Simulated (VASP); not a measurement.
Here is a VASP 6.6.1 calculation.

The input INCAR:

```
SYSTEM = SiO2
PREC = Accurate
ENCUT = 600
EDIFF = 1E-6
ISMEAR = -1
SIGMA = 0.08
LREAL = .False.
LASPH = .True.
NELM = 120
ALGO = Normal
ISIF = 2
LWAVE = .False.
LCHARG = .False.
GGA = CA
NBANDS = 25
GGA_COMPAT = .False.
```

KPOINTS

```
Automatic mesh
0
Gamma
  8 8 11
  0 0 0
```

The input POSCAR:

```
SiO2
1.0
    3.8315163946      0.0000000000      0.0000000000
    0.0000000000      3.8315163946      0.0000000000
    0.0000000000      0.0000000000      2.5036737830
Si O
2 4
Direct
    0.0000000000      0.0000000000      0.0000000000
    0.5000000000      0.5000000000      0.5000000000
    0.3005901603      0.3005901603      0.0000000000
    0.6994098397      0.6994098397      0.0000000000
    0.8005901603      0.1994098397      0.5000000000
    0.1994098397      0.8005901603      0.5000000000
```

Potentials or basis: VASP PAW LDA potentials, release 64 (Si, O).

The run is started by

```bash
$ cat potpaw_LDA.64/Si/POTCAR potpaw_LDA.64/O/POTCAR > POTCAR
$ mpirun -np 1 vasp_std > vasp.out
```

Q: Estimate the band gap on the k mesh.

A: 6.74 eV.

Q: Estimate the pressure.

A: 115.7 GPa.

Stress tensor (GPa, compression positive):
```
115.35   0.00   0.00
  0.00 115.35   0.00
  0.00   0.00 116.36
```

Caveat: the cell stands under pressure; an odd mesh through Γ misses points on the zone boundary, where band edges can lie.
